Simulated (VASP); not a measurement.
AlN:

```
Al N
1.0
     0.01652    1.99756    2.00275
     2.07448    2.03593   -0.02185
    -2.09352    4.11276   -2.13691
Al N
2 2
Direct
  0.74546 0.74768 0.73992
  0.26374 0.29769 0.23957
  0.41944 0.49758 0.50671
  0.07135 0.95705 0.01380
```

```yaml
Program: VASP 6.6.1
Task: relaxation of cell and atoms
Functional: PBE
Potentials_or_basis: VASP PAW PBE potentials, release 64 (Al, N)
Cutoff: 600 eV
k_mesh: 6 × 6 × 6
Occupations: gaussian, width 0.1 eV
Spin: no spin polarisation
```

At the start: pressure 5.6 GPa; volume 8.62 Å³/atom.

**Question.** Where does the relaxation end?

**Answer.** Over 14 steps the energy falls by 167.8 meV/atom and the volume is 8.42 Å³/atom (-2.4 %); space group P1 (No. 1, to 0.1 Å) before, Fm-3m (No. 225, to 0.1 Å).

Step by step:
| step | energy change (eV) | largest force (eV/Å) | pressure (GPa) | volume (Å³) |
| --- | --- | --- | --- | --- |
| 1 | 0.0000 | 2.6568 | 5.57 | 34.50 |
| 2 | -0.4259 | 0.9490 | -11.76 | 35.99 |
| 3 | -0.4288 | 0.9473 | -10.73 | 35.86 |
| 4 | -0.5970 | 0.6704 | 3.82 | 33.34 |
| 5 | -0.5970 | 0.6626 | 3.62 | 33.37 |
| 6 | -0.6549 | 0.3930 | 2.14 | 33.42 |
| 7 | -0.6550 | 0.4012 | 2.11 | 33.42 |
| 8 | -0.6664 | 0.1485 | -2.10 | 33.95 |
| 9 | -0.6666 | 0.1632 | -1.55 | 33.88 |
| 10 | -0.6702 | 0.0895 | 0.23 | 33.64 |
| 11 | -0.6703 | 0.0932 | 0.32 | 33.62 |
| 12 | -0.6710 | 0.0310 | 0.11 | 33.65 |
| 13 | -0.6710 | 0.0311 | 0.11 | 33.65 |
| 14 | -0.6711 | 0.0143 | -0.12 | 33.68 |

Final structure:
```
CELL_PARAMETERS angstrom
0.00008 2.03468 2.03444
2.03429 2.03459 -0.00020
-2.03483 4.06851 -2.03367
ATOMIC_POSITIONS crystal
Al 0.74970 0.75028 0.75004
Al 0.25019 0.24996 0.25012
N 0.50029 0.49986 0.49987
N 0.99982 0.99990 0.99996
```

Caveat: the k points lie up to 0.43 Å⁻¹ apart in the final cell.
